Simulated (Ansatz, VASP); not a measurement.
**Two plane-wave programs on Mg**

INCAR

```
SYSTEM = Mg
PREC     = Accurate       ! precision mode
ENCUT    = 520            ! plane-wave cutoff, eV
EDIFF    = 1E-6           ! SCF threshold, eV
ISMEAR   = 0              ! smearing method
SIGMA    = 0.1            ! smearing width, eV
LREAL    = .FALSE.        ! projectors in reciprocal space
LASPH    = .TRUE.         ! aspherical terms in the spheres
NELM     = 80             ! most SCF steps
ALGO     = Normal         ! electronic algorithm
ISIF     = 2              ! what is computed and relaxed
LWAVE    = .FALSE.        ! write WAVECAR
LCHARG   = .FALSE.        ! write CHGCAR
GGA      = PE             ! functional
NBANDS   = 7              ! bands
```

The input KPOINTS:

```
regular mesh
0
G
  9 9 8
  0 0 0
```

File POSCAR:

```
Mg
1.0
    3.0502998005      0.0000000000      0.0000000000
   -1.5251499003      2.6416371164      0.0000000000
    0.0000000000      0.0000000000      3.0448375700
Mg
1
Direct
    0.0000000000      0.0000000000      0.0000000000
```

Input for Ansatz:

```yaml
crystal:
  lattice:
    - [3.0502998005, 0.0, 0.0]
    - [-1.5251499003, 2.6416371164, 0.0]
    - [0.0, 0.0, 3.04483757]
  atoms:
    - { symbol: Mg, position: [0.0, 0.0, 0.0] }
basis:
  ecutwfc: 450
kpoints:
  mp_grid: { grid: [9, 9, 8] }
hamiltonian:
  xc: pbe
scf:
  occupations: { method: gaussian, width: 0.1 }
output:
  forces: true
  stress: true
  eigenvalues: true
```

Alike in both runs: task single point; functional PBE; k mesh 9 × 9 × 8; occupations gaussian, width 0.1 eV; no spin polarisation.

|  | VASP | Ansatz |
| --- | --- | --- |
| version | VASP 6.6.1 | Ansatz 0.2.0 |
| potentials or method | VASP PAW PBE potentials, release 64 (Mg), cutoff 520 eV | scalar-relativistic, plane waves, PAW |
| valence electrons in the cell | 2 | 10 |

```csv
,VASP,Ansatz,Ansatz less VASP
gap on the k mesh at the Fermi level (eV),none,none,-
pressure (GPa),1.2,1.3,+0.08
"traceless stress, the component that is largest in VASP (GPa)",-0.76,-0.78,-0.018
```

A gap of «none» marks a metal or a gap that the smearing closes. With one functional, cell and mesh, what is left measures potentials, basis and numerics. VASP's potentials hold 2 valence electrons a cell and Ansatz's 10, so a difference there can come from the potentials and not from the codes.
